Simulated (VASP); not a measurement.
A run of VASP 6.6.1 is set up as follows.

The input INCAR:

```
SYSTEM = Al
ALGO = Normal
EDIFF = 1E-6
ENCUT = 520
GGA = PS
ISIF = 2
ISMEAR = 0
LASPH = .TRUE.
LCHARG = .FALSE.
LREAL = .FALSE.
LWAVE = .FALSE.
NBANDS = 32
NELM = 80
PREC = Accurate
SIGMA = 0.15
```

The input KPOINTS:

```
k-points
0
G
  3 3 1
  0 0 0
```

Contents of POSCAR:

```
Al
1.0
    5.7275650000      0.0000000000      0.0000000000
    2.8637820000      4.9602170000      0.0000000000
    0.0000000000      0.0000000000     17.6765370000
Al
13
Direct
    0.1666666208      0.1666667003      0.0565721668
    0.6666667081      0.1666667003      0.0565721668
    0.1666666712      0.6666665995      0.0565721668
    0.6666667585      0.6666665995      0.0565721668
   -0.1681943712      0.3361300524      0.1876036579
    0.3299379718      0.3398575103      0.1886801131
   -0.1704344690      0.8412765006      0.1888796997
    0.3289002039      0.8412640012      0.1888806614
    0.0053797413     -0.0110440733      0.3287271709
    0.4963256385      0.0070402162      0.3243195203
   -0.0197985104      0.5088265292      0.3173028744
    0.5106700626      0.5087894340      0.3173148677
    0.2968953359      0.4057647075      0.4367759364
```

Potentials or basis: VASP PAW PBE potentials, release 64 (Al).

Launch:

```sh
$ cat potpaw_PBE.64/Al/POTCAR > POTCAR
$ mpirun -np 1 vasp_std > vasp.out
```

Q: What does it give for the largest force?

A: 0.103 eV/Å.

Q: Estimate the band gap on the k mesh.

A: Zero (an odd number of electrons rules out a gap without spin polarisation).

Forces on the atoms (eV/Å):
```
Al   0.095  0.030  0.022
Al  -0.096  0.029  0.022
Al   0.000 -0.069  0.009
Al   0.000  0.052 -0.054
Al   0.000  0.002 -0.013
Al   0.000  0.002  0.000
Al   0.000  0.000 -0.001
Al   0.000  0.000 -0.001
Al   0.000  0.014  0.006
Al   0.000 -0.013 -0.009
Al   0.006  0.012  0.007
Al  -0.006  0.012  0.007
Al   0.000 -0.070  0.004
```

Caveat: the k points lie up to 0.42 Å⁻¹ apart, too coarse for converged energies and pressures of a metal; there is no dipole correction, which matters where the two faces differ; the PAW data sets were made with another functional, which shifts forces and pressure a little.
